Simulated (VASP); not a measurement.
# Pd4Pt (P-3m1) in VASP: single point with PBE

Aim: the single point of Pd4Pt with PBE.

Everything below comes from runs of VASP 6.6.1. Logs are shortened: lines on timing, memory, paths and dates and some standing lists are left out, and cuts for length are marked.

## (1) The cell of the first run

It takes space group P-3m1 (No. 164, trigonal). The conventional cell has a = 4.306 Å, b = 4.306 Å, c = 5.407 Å, α = 90.00°, β = 90.00°, γ = 120.00°. Within 3.5 Å of Pd (site symmetry 3m) lie 3 Pt at 2.62 Å and 8 Pd at 2.65 to 3.00 Å. Pd (site symmetry 3m) has 8 Pd at 2.65 to 2.94 Å and 3 Pt at 3.14 Å within 3.5 Å. Pt (site symmetry -3m) has 12 Pd at 2.62 to 3.14 Å within 3.5 Å.

The cell was built from a structure type or drawn by symmetry, and may not be a known phase.

## (2) Single point, PBE

File INCAR:

```
PREC = Accurate
ENCUT = 520
EDIFF = 1E-7
ISMEAR = 0
SIGMA = 0.2
LREAL = False
LASPH = True
NELM = 60
ALGO = Normal
ISIF = 2
LWAVE = False
LCHARG = False
GGA = PE
NBANDS = 33
```

File KPOINTS:

```
Automatic mesh
0
Gamma
  4 4 3
```

File POSCAR:

```
Pd4Pt
1.0
    4.3060262849      0.0000000000      0.0000000000
   -2.1530131425      3.7291281521      0.0000000000
    0.0000000000      0.0000000000      5.4070556384
Pd Pt
4 1
Direct
    0.3333333333      0.6666666667      0.1544426856
    0.6666666667      0.3333333333      0.8455573144
    0.3333333333      0.6666666667      0.6444223461
    0.6666666667      0.3333333333      0.3555776539
    0.0000000000      0.0000000000      0.0000000000
```

Potentials or basis: VASP PAW PBE potentials, release 64 (Pd, Pt).

Run with:

```
$ cat potpaw_PBE.64/Pd/POTCAR potpaw_PBE.64/Pt/POTCAR > POTCAR
$ mpirun -np 1 vasp_std > vasp.out
```

OUTCAR:

```text
PREC = Accurate
   ENCUT = 520
   EDIFF = 1E-7
   ISMEAR = 0
   LREAL = False
   LASPH = True
   NELM = 60
   ISIF = 2
   GGA = PE

 ion  position               nearest neighbor table
   1  0.333  0.667  0.154-   5 2.62   5 2.62   5 2.62   3 2.65   4 2.71   4 2.71   4 2.71   3 2.76
                             2 3.00   2 3.00   2 3.00
   2  0.667  0.333  0.846-   5 2.62   5 2.62   5 2.62   4 2.65   3 2.71   3 2.71   3 2.71   4 2.76
                             1 3.00   1 3.00   1 3.00
   3  0.333  0.667  0.644-   1 2.65   2 2.71   2 2.71   2 2.71   1 2.76   4 2.94   4 2.94   4 2.94
                             5 3.14   5 3.14   5 3.14
   4  0.667  0.333  0.356-   2 2.65   1 2.71   1 2.71   1 2.71   2 2.76   3 2.94   3 2.94   3 2.94
                             5 3.14   5 3.14   5 3.14
   5  0.000  0.000  0.000-   1 2.62   2 2.62   2 2.62   1 2.62   2 2.62   1 2.62   3 3.14   4 3.14
                             4 3.14   3 3.14   3 3.14   4 3.14

  LATTYP: Found a hexagonal cell.
 ALAT       =     4.3060262849
 C/A-ratio  =     1.2556949913

  Lattice vectors:

 A1 = (   4.3060262849,   0.0000000000,   0.0000000000)
 A2 = (  -2.1530131425,   3.7291281521,   0.0000000000)
 A3 = (   0.0000000000,   0.0000000000,   5.4070556384)

Analysis of symmetry for initial positions (statically):
=====================================================================
 Subroutine PRICEL returns:
 Original cell was already a primitive cell.

 Routine SETGRP: Setting up the symmetry group for a
 hexagonal supercell.

 Subroutine GETGRP returns: Found 12 space group operations
 (whereof 12 operations were pure point group operations)
 out of a pool of 24 trial point group operations.

The static configuration has the point symmetry D_3d.

Analysis of symmetry for dynamics (positions and initial velocities):
=====================================================================
 Subroutine PRICEL returns:
 Original cell was already a primitive cell.

 Routine SETGRP: Setting up the symmetry group for a
 hexagonal supercell.

 Subroutine GETGRP returns: Found 12 space group operations
 (whereof 12 operations were pure point group operations)
 out of a pool of 24 trial point group operations.

The dynamic configuration has the point symmetry D_3d.

 Subroutine INISYM returns: Found 12 space group operations
 (whereof 12 operations are pure point group operations),
 and found     1 'primitive' translations

----------------------------------------------------------------------------------------

[... 83 lines left out ...]
   LREAL  =      F    real-space projection
   EDIFFG = 0.1E-05   stopping-criterion for IOM
   NSW    =      0    number of steps for IOM
   IBRION =     -1    ionic relax: 0-MD 1-quasi-New 2-CG
   NFREE  =      0    steps in history (QN), initial steepest desc. (CG)
   ISIF   =      2    stress and relaxation
   ISYM   =      2    0-nonsym 1-usesym 2-fastsym
   POTIM  = 0.5000    time-step for ionic-motion
   TEBEG  =    0.0;   TEEND  =   0.0 temperature during run
   PSTRESS=    0.0 pullay stress
   NELECT =      50.0000    total number of electrons
   NUPDOWN=      -1.0000    fix difference up-down
   EMIN   =  10.00;   EMAX   =-10.00  energy-range for DOS
   EFERMI =   0.00;   METHOD = LEGACY
   ISMEAR =     0;   SIGMA  =   0.20  broadening in eV -4-tet -1-fermi 0-gaus
   EFERMI_NEDOS =   21; number of points for ismear=-14 and -15
   IALGO  =     38    algorithm
   IMIX   =      4    mixing-type and parameters
     AMIX     =   0.40;   BMIX     =  1.00
     AMIX_MAG =   1.60;   BMIX_MAG =  1.00
  volume/ion in A,a.u.               =      17.37       117.18
  Fermi-wavevector in a.u.,A,eV,Ry     =   1.362019  2.573843 25.240117  1.855096
  Thomas-Fermi vector in A             =   2.488545
   LORBIT       =      0    0 simple, 1 ext, 2 COOP (PROOUT), +10 PAW based schemes
   GGA     = PE    functional components
   LHFCALC =     F    Hartree Fock is set to
   AEXX    =    0.0000 exact exchange contribution
   IVDW    =     0    specifies the selected vdW correction
   LEPSILON=     F    determine dielectric tensor
   LRPA    =     F    only Hartree local field effects (RPA)
 non-spin polarized calculation
 Gauss-broadening in eV      SIGMA  =   0.20
  energy-cutoff  :      520.00
  volume of cell :       86.83
 maximum number of plane-waves:      2342
   NGX = 17   NGY = 17   NGZ = 21

 number of electron      49.9999997 magnetization

 Free energy of the ion-electron system (eV)
  ---------------------------------------------------
  ext. energy  EPLUGINS =         0.00000000
  ---------------------------------------------------
  free energy    TOTEN  =       -25.64289032 eV

  energy without entropy =      -25.50446526  energy(sigma->0) =      -25.57367779

 E-fermi :   7.6494     XC(G=0): -12.1157

 val. band max:        7.6069272918   @ k =   0.2500   0.0000   0.0000
 cond. band min:       7.6526089384   @ k =   0.5000   0.0000   0.3333
 fundamental gap:      0.0456816466
 Fermi energy:         7.6494231768

 k-point     1 :       0.0000    0.0000    0.0000
  band No.  band energies     occupation
      1       0.6931      2.00000
      2       2.7319      2.00000
      3       2.7319      2.00000
      4       3.2532      2.00000
      5       3.6631      2.00000
      6       3.6631      2.00000
[... 313 lines left out ...]
     32      16.8964      0.00000
     33      18.9175      0.00000

------------------------ aborting loop because EDIFF is reached ----------------------------------------

  FORCE on cell =-STRESS in cart. coord.  units (eV):
  Direction    XX          YY          ZZ          XY          YZ          ZX
  --------------------------------------------------------------------------------------
  -------------------------------------------------------------------------------------
  Total       -0.2437292     -0.2437292     -0.1959227      0.0000000     -0.0000000      0.0000000
  in kB       -4.4975230     -4.4975230     -3.6153510      0.0000000     -0.0000000      0.0000000
  external PRESSURE =      -4.2034657 kB  Pullay stress =       0.0000000 kB

 VOLUME and BASIS-vectors are now :
 -----------------------------------------------------------------------------
  energy-cutoff  :      520.00
  volume of cell :       86.83
      direct lattice vectors                 reciprocal lattice vectors
     4.306026285  0.000000000  0.000000000     0.232232674  0.134079597  0.000000000
    -2.153013142  3.729128152  0.000000000     0.000000000  0.268159194  0.000000000
     0.000000000  0.000000000  5.407055638     0.000000000  0.000000000  0.184943538

 POSITION                                       TOTAL-FORCE (eV/Angst)
 -----------------------------------------------------------------------------------
     -0.00000      2.48609      0.83508         0.000000      0.000000     -0.001316
      2.15301      1.24304      4.57198         0.000000     -0.000000      0.001316
     -0.00000      2.48609      3.48443         0.000000     -0.000000      0.004004
      2.15301      1.24304      1.92263        -0.000000      0.000000     -0.004004
      0.00000      0.00000      0.00000        -0.000000     -0.000000      0.000000
 -----------------------------------------------------------------------------------
    total drift:                               -0.000000      0.000000      0.000000

  FREE ENERGIE OF THE ION-ELECTRON SYSTEM (eV)
  ---------------------------------------------------
  free  energy   TOTEN  =       -25.6428903218 eV

  energy  without entropy=      -25.5044652643  energy(sigma->0) =      -25.57367779
```

OSZICAR:

```text
N       E                     dE             d eps       ncg     rms          rms(c)
DAV:   1     0.325309845761E+03    0.32531E+03   -0.25073E+04   594   0.145E+03
DAV:   2    -0.175991079905E+02   -0.34291E+03   -0.32096E+03   650   0.328E+02
DAV:   3    -0.269150115220E+02   -0.93159E+01   -0.88219E+01   660   0.561E+01
DAV:   4    -0.270158894340E+02   -0.10088E+00   -0.10071E+00   689   0.557E+00
DAV:   5    -0.270176689121E+02   -0.17795E-02   -0.17788E-02   707   0.814E-01    0.161E+01
DAV:   6    -0.262803149252E+02    0.73735E+00   -0.47976E+00   665   0.195E+01    0.117E+01
DAV:   7    -0.261372499363E+02    0.14306E+00   -0.30756E+00   661   0.231E+01    0.808E+00
DAV:   8    -0.256482250089E+02    0.48902E+00   -0.62755E-01   650   0.127E+01    0.283E+00
DAV:   9    -0.256454049342E+02    0.28201E-02   -0.66503E-02   640   0.168E+00    0.757E-01
DAV:  10    -0.256429917745E+02    0.24132E-02   -0.54155E-03   631   0.930E-01    0.188E-01
DAV:  11    -0.256430976521E+02   -0.10588E-03   -0.14180E-03   672   0.429E-01    0.117E-01
DAV:  12    -0.256429014456E+02    0.19621E-03   -0.28339E-04   691   0.247E-01    0.424E-02
DAV:  13    -0.256428954158E+02    0.60297E-05   -0.10132E-04   663   0.871E-02    0.214E-02
DAV:  14    -0.256428901101E+02    0.53057E-05   -0.10674E-05   674   0.388E-02    0.332E-03
DAV:  15    -0.256428902587E+02   -0.14851E-06   -0.88818E-07   698   0.808E-03    0.190E-03
DAV:  16    -0.256428903218E+02   -0.63119E-07   -0.19446E-07   561   0.394E-03
   1 F= -.25642890E+02 E0= -.25573678E+02  d E =-.138425E+00
```

Wall time 46 s (1 thread of Intel Xeon 8259CL, shared host); peak memory 0.2 GiB.

Results:

```yaml
Free_energy: -25.6429 eV
Pressure: -0.4 GPa
Largest_force: 0.004 eV/Å
Band_gap_on_the_k_mesh: zero (bands 25 and 26 overlap by 0.53 eV)
```

Forces in eV/Å, atoms in the order of the input:
```
Pd   0.000  0.000 -0.001
Pd   0.000  0.000  0.001
Pd   0.000  0.000  0.004
Pd   0.000  0.000 -0.004
Pt   0.000  0.000  0.000
```

Stress tensor (GPa, compression positive):
```
-0.45  0.00  0.00
 0.00 -0.45  0.00
 0.00  0.00 -0.36
```

Caveat: the k points lie up to 0.42 Å⁻¹ apart, too coarse for converged energies and pressures of a metal; spin-orbit coupling is left out, which moves the levels of the heavy elements.
